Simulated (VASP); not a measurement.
Input of a VASP 6.6.1 run:

File INCAR:

```
SYSTEM = Ir
PREC = Accurate ; ENCUT = 520
EDIFF = 1E-7 ; ISMEAR = 0
SIGMA = 0.1 ; LREAL = .False.
LASPH = .True. ; NELM = 80
ALGO = Normal ; ISIF = 2
LWAVE = .False. ; LCHARG = .False.
GGA = PS ; NBANDS = 10
```

The input KPOINTS:

```
regular mesh
0
Gamma
  8 8 8
  0 0 0
```

The input POSCAR:

```
Ir
1.0
    0.0000000000      2.0075525990      2.0075525990
    2.0075525990      0.0000000000      2.0075525990
    2.0075525990      2.0075525990      0.0000000000
Ir
1
Direct
    0.0000000000      0.0000000000      0.0000000000
```

Potentials or basis: VASP PAW PBE potentials, release 64 (Ir).

Run with:

```sh
$ cat potpaw_PBE.64/Ir/POTCAR > POTCAR
$ mpirun -np 1 vasp_std > vasp.out
```

Problem. Estimate the pressure.

Solution. -36.8 GPa.

Caveat: the PAW data sets were made with another functional, which shifts forces and pressure a little.
